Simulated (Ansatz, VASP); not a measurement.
# Two plane-wave programs on MnS

POSCAR

```
MnS
1.0
    0.0000000000      2.6217488470      2.6217488470
    2.6217488470      0.0000000000      2.6217488470
    2.6217488470      2.6217488470      0.0000000000
Mn S
1 1
Direct
    0.0000000000      0.0000000000      0.0000000000
    0.5000000000      0.5000000000      0.5000000000
```

The input INCAR.step1:

```
SYSTEM = MnS
PREC     = Accurate       ! precision mode
ENCUT    = 520            ! plane-wave cutoff, eV
ISMEAR   = -1             ! smearing method
SIGMA    = 0.05           ! smearing width, eV
LREAL    = .FALSE.        ! projectors in reciprocal space
LASPH    = .TRUE.         ! aspherical terms in the spheres
NELM     = 150            ! most SCF steps
ISPIN    = 2              ! spin polarisation
MAGMOM   = 4 0            ! initial moments
LMAXMIX  = 4              ! l up to which the mixer works
NBANDS   = 20             ! bands
GGA      = PE             ! functional
ALGO     = Normal         ! electronic algorithm
EDIFF    = 1E-4           ! SCF threshold, eV
LWAVE    = .TRUE.         ! write WAVECAR
LCHARG   = .FALSE.        ! write CHGCAR
```

The input INCAR.step2:

```
SYSTEM = MnS
PREC     = Accurate       ! precision mode
ENCUT    = 520            ! plane-wave cutoff, eV
EDIFF    = 1E-7           ! SCF threshold, eV
ISMEAR   = -1             ! smearing method
SIGMA    = 0.05           ! smearing width, eV
LREAL    = .FALSE.        ! projectors in reciprocal space
LASPH    = .TRUE.         ! aspherical terms in the spheres
NELM     = 150            ! most SCF steps
ALGO     = Normal         ! electronic algorithm
ISIF     = 2              ! what is computed and relaxed
LWAVE    = .FALSE.        ! write WAVECAR
LCHARG   = .FALSE.        ! write CHGCAR
ISPIN    = 2              ! spin polarisation
MAGMOM   = 4 0            ! initial moments
LORBIT   = 11             ! projections on sites
LMAXMIX  = 4              ! l up to which the mixer works
METAGGA  = R2SCAN         ! meta-GGA
LMIXTAU  = .TRUE.       
IVDW     = 12             ! dispersion correction
VDW_S6   = 1.0          
VDW_S8   = 0.78981345   
VDW_A1   = 0.49484001   
VDW_A2   = 5.73083694   
NBANDS   = 20             ! bands
ISTART   = 1
```

The input KPOINTS:

```
Automatic mesh
0
G
  9 9 9
  0 0 0
```

File input.yaml:

```yaml
crystal:
  lattice:
    - [0.0, 2.621748847, 2.621748847]
    - [2.621748847, 0.0, 2.621748847]
    - [2.621748847, 2.621748847, 0.0]
  atoms:
    - { symbol: Mn, position: [0.0, 0.0, 0.0], spin: 4.0 }
    - { symbol: S, position: [0.5, 0.5, 0.5] }
hamiltonian:
  xc: r2scan
  pseudopotentials: { kind: paw }
  dispersion: d3bj
magnetization:
  spin_polarized: true
kpoints:
  mp_grid: { grid: [9, 9, 9] }
scf:
  occupations: { method: fermi_dirac, width: 0.05 }
output:
  forces: true
  stress: true
  eigenvalues: true
  write_density: true
  write_potential: true
  elf: true
  volumetric_format: npy
```

Alike in both runs: task single point; functional r2SCAN; dispersion D3(BJ); k mesh 9 × 9 × 9; occupations fermi-dirac, width 0.05 eV; collinear spin.

```csv
,VASP,Ansatz
version,VASP 6.6.1,Ansatz 0.2.0
potentials or method,"VASP PAW PBE potentials, release 64 (Mn_pv, S)",Ansatz PAW
plane-wave cutoff (eV),520,500
valence electrons in the cell,19,21
```

```tsv
	VASP	Ansatz	Ansatz less VASP
gap on the k mesh at the Fermi level (eV)	none	none	-
pressure (GPa)	-2.8	-2.8	-0.02
net moment per atom (μB)	2.49	2.49	0.000
size of the moment on the site where the two differ most (μB)	0.13	0.18	+0.045
```

VASP's potentials were made for PBE, not for r2SCAN. Site moments also hang on the region over which each program counts them. A gap of «none» marks a metal or a gap that the smearing closes. VASP's potentials hold 19 valence electrons a cell and Ansatz's 21, so a difference there can come from the potentials and not from the codes.

Noted on Ansatz's run: the magnetic or orbital state may not be the lowest.
